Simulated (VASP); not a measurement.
Here is a VASP 6.6.1 calculation.

INCAR

```
SYSTEM = AgCl
PREC = Accurate
ENCUT = 520
EDIFF = 1E-6
ISMEAR = -1
SIGMA = 0.02
LREAL = .FALSE.
LASPH = .TRUE.
NELM = 100
ALGO = Normal
ISIF = 2
LWAVE = .FALSE.
LCHARG = .FALSE.
GGA = PE
NBANDS = 26
```

File KPOINTS:

```
Automatic mesh
0
G
  6 6 6
  0 0 0
```

Contents of POSCAR:

```
AgCl
1.0
    3.9166762195      0.0000000000      0.1936458359
    0.0000000000      3.7981194587      0.0000000000
   -0.2730111633      0.0000000000      5.5375273353
Ag Cl
2 2
Direct
    0.2500548767      0.2500000000      0.2500031849
    0.7499451233      0.7500000000      0.7499968151
    0.7500376899      0.7500000000      0.2499964645
    0.2499623101      0.2500000000      0.7500035355
```

Potentials or basis: VASP PAW PBE potentials, release 64 (Ag, Cl).

Run with:

```console
$ cat potpaw_PBE.64/Ag/POTCAR potpaw_PBE.64/Cl/POTCAR > POTCAR
$ mpirun -np 1 vasp_std > vasp.out
```

Q: Predict the pressure.

A: 3.2 GPa.

Q: Predict the band gap on the k mesh.

A: 0.82 eV.

Stress tensor (GPa, compression positive):
```
3.29 0.00 0.02
0.00 3.58 0.00
0.02 0.00 2.86
```

Caveat: the cell differs from its parent crystal (uniaxial y strain -3.1%); the cell stands under pressure. A k mesh can miss the band edges.
